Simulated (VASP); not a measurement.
# SiGe: single point with LDA

SiGe:

```
Si Ge
1.0
     3.79947    0.00000    0.00000
    -1.89974    3.29044    0.00000
     0.00000    0.00000    6.27903
Si Ge
2 2
Direct
  0.66667 0.33333 0.87450
  0.33333 0.66667 0.37450
  0.66667 0.33333 0.47704
  0.33333 0.66667 0.97704
```

| Property | Result |
| --- | --- |
| Program | VASP 6.6.1 |
| Task | single point |
| Functional | LDA |
| Potentials or basis | VASP PAW LDA potentials, release 64 (Si, Ge_d) |
| Cutoff | 520 eV |
| k mesh | 12 × 12 × 6 |
| Occupations | gaussian, width 0.03 eV |
| Spin | no spin polarisation |

```yaml
Pressure: 6.3 GPa
Largest_force: 1.573 eV/Å
Band_gap_on_the_k_mesh: zero (band 18 reaches 6.64 eV, above the bottom of band 19 at 6.35 eV)
```

Forces in eV/Å, atoms in the order of the input:
```
Si   0.000  0.000 -1.573
Si   0.000  0.000 -1.573
Ge   0.000  0.000  1.573
Ge   0.000  0.000  1.573
```

Stress tensor (GPa, compression positive):
```
 9.63  0.00  0.00
 0.00  9.63  0.00
 0.00  0.00 -0.43
```

Levels at points of the mesh, in eV from the Fermi level:
| k point | band 14 | band 15 | band 16 | band 17 | band 18 | band 19 | band 20 | band 21 | band 22 | band 23 |
| --- | --- | --- | --- | --- | --- | --- | --- | --- | --- | --- |
| (0.00, 0.00, 0.00) | -1.98 | -1.98 | -0.53 | -0.53 | 0.20 | 0.37 | 1.60 | 2.02 | 2.02 | 2.57 |
| (0.50, 0.00, 0.00) | -7.08 | -4.91 | -3.71 | -3.03 | -2.16 | -0.09 | 1.84 | 3.62 | 3.78 | 3.84 |
| (0.00, 0.00, 0.50) | -4.46 | -1.39 | -1.39 | -1.39 | -1.39 | 1.01 | 1.01 | 2.90 | 2.90 | 2.90 |
| (0.50, 0.00, 0.50) | -8.25 | -3.07 | -3.07 | -2.56 | -2.56 | 0.56 | 0.56 | 1.27 | 1.27 | 6.25 |

Wall time 54 s on 1 thread of Intel(R) Xeon(R) Platinum 8559C (Emerald Rapids), on a shared host, peak memory 0.24 GiB.

Caveat: forces of over 1 eV/Å act on the atoms, so gaps and moduli don't describe the material at rest.
